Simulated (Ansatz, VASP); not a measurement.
**Two plane-wave programs on BN**

```
CELL_PARAMETERS angstrom
0.00000 3.23505 2.31111
1.21463 0.00000 2.31111
1.21463 3.23505 0.00000
ATOMIC_POSITIONS crystal
B 0.00011 0.00011 0.99989
N 0.66659 0.66659 0.33341
```

Alike in both runs: task single point; functional PBE; dispersion D3(BJ); k mesh 12 × 12 × 12; occupations gaussian, width 0.05 eV; no spin polarisation.

|  | VASP | Ansatz |
| --- | --- | --- |
| version | VASP 6.6.1 | Ansatz 0.2.0 |
| potentials or method | VASP PAW PBE potentials, release 64 (B, N), cutoff 600 eV | scalar-relativistic, plane waves, PAW |
| valence electrons in the cell | 8 | 8 |

Ansatz gave:

* gap on the k mesh at the Fermi level (eV): 2.98
* pressure (GPa): -8.8
* traceless stress, the component that is largest in VASP (GPa): -38.82
* rms of the force components (eV/Å): 0.334

Question: What did VASP give for the same quantities?

Answer: gap on the k mesh at the Fermi level (eV): 2.98; pressure (GPa): -8.9; traceless stress, the component that is largest in VASP (GPa): -38.87; rms of the force components (eV/Å): 0.340.

Atom by atom the forces differ by 0.005 eV/Å (rms over components).
